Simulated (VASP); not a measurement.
Write the native input for VASP 6.6.1 that does the following.

```yaml
Task: relaxation of cell and atoms
Functional: PBE
Dispersion: D4
Potentials_or_basis: VASP PAW PBE potentials, release 64 (Si, O)
Cutoff: 600 eV
k_mesh: 5 × 5 × 7
Occupations: fermi-dirac, width 0.01 eV
Spin: no spin polarisation
Dipole_correction: no
Further_INCAR_settings: ALGO = Normal; EDIFF = 1e-07; IBRION = 2; EDIFFG = -0.05; NSW = 80; ISIF = 3
```

The structure of SiO2 lies in POSCAR:

```
SiO2
1.0
    4.1773000000      0.0000000000      0.0000000000
    0.0000000000      4.1773000000      0.0000000000
    0.0000000000      0.0000000000      2.6652000000
Si O
2 4
Direct
    0.0000000000      0.0000000000      0.0000000000
    0.5000000000      0.5000000000      0.5000000000
    0.3059000000      0.3059000000      0.0000000000
    0.1941000000      0.8059000000      0.5000000000
    0.6941000000      0.6941000000      0.0000000000
    0.8059000000      0.1941000000      0.5000000000
```

One way to write it, as run:

INCAR

```
SYSTEM = SiO2
PREC = Accurate
ENCUT = 600
EDIFF = 1E-7
ISMEAR = -1
SIGMA = 0.01
LREAL = .FALSE.
LASPH = .TRUE.
NELM = 80
ALGO = Normal
ISIF = 3
LWAVE = .FALSE.
LCHARG = .FALSE.
GGA = PE
IVDW = 13
IBRION = 2
NSW = 80
EDIFFG = -0.05
```

KPOINTS

```
Automatic mesh
0
G
  5 5 7
  0 0 0
```

Potentials or basis: VASP PAW PBE potentials, release 64 (Si, O).

Run with:

```sh
$ cat potpaw_PBE.64/Si/POTCAR potpaw_PBE.64/O/POTCAR > POTCAR
$ mpirun -np 1 vasp_std > vasp.out
```

Results of the run:

```json
{
  "Relaxed volume": "7.89 Å³/atom",
  "Relaxed cell": "a = 4.198 Å, b = 4.198 Å, c = 2.685 Å, α = 90.00°, β = 90.00°, γ = 90.00°",
  "Space group after relaxing (to 0.1 Å)": "P4_2/mnm (No. 136)",
  "Energy gained by relaxing": "2.5 meV/atom",
  "Ionic steps": "5",
  "Pressure after relaxing": "0.1 GPa",
  "Largest force after relaxing": "0.020 eV/Å",
  "Band gap on the k mesh": "5.31 eV",
  "Dispersion energy per atom": "-0.267 eV"
}
```

Caveat: the relaxation stopped at a loose force limit of 0.05 eV/Å, so its end isn't a converged minimum.

Wall time 2.3 min on 1 thread of Intel Xeon 8259CL (shared host), peak memory 0.18 GiB.
